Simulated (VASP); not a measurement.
Wanted: the native input for a VASP 6.6.1 run.

* Task: single point
* Functional: PBEsol
* Potentials or basis: VASP PAW PBE potentials, release 64 (Al)
* Cutoff: 500 eV
* k mesh: 14 × 14 × 14
* Occupations: fermi-dirac, width 0.1 eV
* Spin: no spin polarisation
* Dipole correction: no
* Further INCAR settings: ALGO = Normal; EDIFF = 1e-06; NBANDS = 8

The structure of Al lies in POSCAR:

```
Al
1.0
    0.0000000000      2.0066388037      2.0066388037
    2.0066388037      0.0000000000      2.0066388037
    2.0066388037      2.0066388037      0.0000000000
Al
1
Direct
    0.0000000000      0.0000000000      0.0000000000
```

These files were run (other wordings do the same):

INCAR

```
SYSTEM = Al
PREC = Accurate
ENCUT = 500
EDIFF = 1E-6
ISMEAR = -1
SIGMA = 0.1
LREAL = .False.
LASPH = .True.
NELM = 120
ALGO = Normal
ISIF = 2
LWAVE = .False.
LCHARG = .False.
GGA = PS
NBANDS = 8
GGA_COMPAT = .False.
```

KPOINTS

```
Automatic mesh
0
Gamma
  14 14 14
  0 0 0
```

Potentials or basis: VASP PAW PBE potentials, release 64 (Al).

Launch:

```bash
$ cat potpaw_PBE.64/Al/POTCAR > POTCAR
$ mpirun -np 1 vasp_std > vasp.out
```

It gave:

| Item | Value |
| --- | --- |
| Pressure | 0.0 GPa |
| Band gap on the k mesh | zero (an odd number of electrons rules out a gap without spin polarisation) |

Caveat: the PAW data sets were made with another functional, which shifts forces and pressure a little.

It took 8.6 s on 1 thread of Intel(R) Xeon(R) Platinum 8559C (Emerald Rapids), on a shared host, peak memory 0.13 GiB.
